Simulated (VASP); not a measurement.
A run of VASP 6.6.1 is set up as follows.

INCAR

```
SYSTEM = Ge
PREC = Accurate ; ENCUT = 520
EDIFF = 1E-8 ; ISMEAR = -1
SIGMA = 0.05 ; LREAL = .False.
LASPH = .True. ; NELM = 80
ALGO = Normal ; ISIF = 2
LWAVE = .False. ; LCHARG = .False.
LEFG = .True. ; NBANDS = 21
```

File KPOINTS:

```
Automatic mesh
0
Gamma
  10 10 10
  0 0 0
```

Contents of POSCAR:

```
Ge
1.0
    0.0000000000      2.8381679760      2.8381679760
    2.8381679760      0.0000000000      2.8381679760
    2.8381679760      2.8381679760      0.0000000000
Ge
2
Direct
    0.5000000000      0.5000000000      0.5000000000
    0.7500000000      0.7500000000      0.7500000000
```

Potentials or basis: VASP PAW LDA potentials, release 64 (Ge_d).

The run is started by

```sh
$ cat potpaw_LDA.64/Ge_d/POTCAR > POTCAR
$ mpirun -np 1 vasp_std > vasp.out
```

**Question.** Estimate the pressure.

**Answer.** -1.8 GPa.

**Question.** What does it give for the band gap on the k mesh?

**Answer.** Zero (filled and empty bands touch).

Caveat: semilocal functionals underestimate gaps, so a narrow gap can read as zero.
